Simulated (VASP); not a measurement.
Set up this calculation in VASP 6.6.1, as the native input.

| Property | Result |
| --- | --- |
| Task | single point |
| Functional | PBE |
| Dispersion | D3(BJ) |
| Potentials or basis | VASP PAW PBE potentials, release 64 (Ca_sv) |
| Cutoff | 520 eV |
| k mesh | 8 × 8 × 8 |
| Occupations | gaussian, width 0.1 eV |
| Spin | no spin polarisation |
| Dipole correction | no |
| Further INCAR settings | ALGO = Fast; EDIFF = 1e-06; NBANDS = 11 |

The structure of Ca lies in POSCAR:

```
Ca
1.0
    3.4886563400      0.0000000000      0.0000000000
    0.0000000000      3.4886563400      0.0000000000
    0.0000000000      0.0000000000      3.4886563400
Ca
1
Direct
    0.0000000000      0.0000000000      0.0000000000
```

This isn't the form of Ca at room conditions, which is fcc.

These files were run (other wordings do the same):

INCAR

```
SYSTEM = Ca
ALGO = Fast
EDIFF = 1E-6
ENCUT = 520
GGA = PE
ISIF = 2
ISMEAR = 0
IVDW = 12
LASPH = .TRUE.
LCHARG = .TRUE.
LELF = .TRUE.
LREAL = .FALSE.
LVHAR = .TRUE.
LWAVE = .FALSE.
NBANDS = 11
NELM = 60
PREC = Accurate
SIGMA = 0.1
```

KPOINTS

```
k-points
0
G
  8 8 8
  0 0 0
```

Potentials or basis: VASP PAW PBE potentials, release 64 (Ca_sv).

The run is started by

```bash
$ cat potpaw_PBE.64/Ca_sv/POTCAR > POTCAR
$ mpirun -np 1 vasp_std > vasp.out
```

It gave:

```yaml
Pressure: -0.5 GPa
Band_gap_on_the_k_mesh: zero (bands 5 and 6 overlap by 1.17 eV)
Dispersion_energy_per_atom: -0.229 eV
```

Run time: 34 s on 1 thread of Intel Xeon 8259CL, with other jobs on the host, peak memory 0.17 GiB.
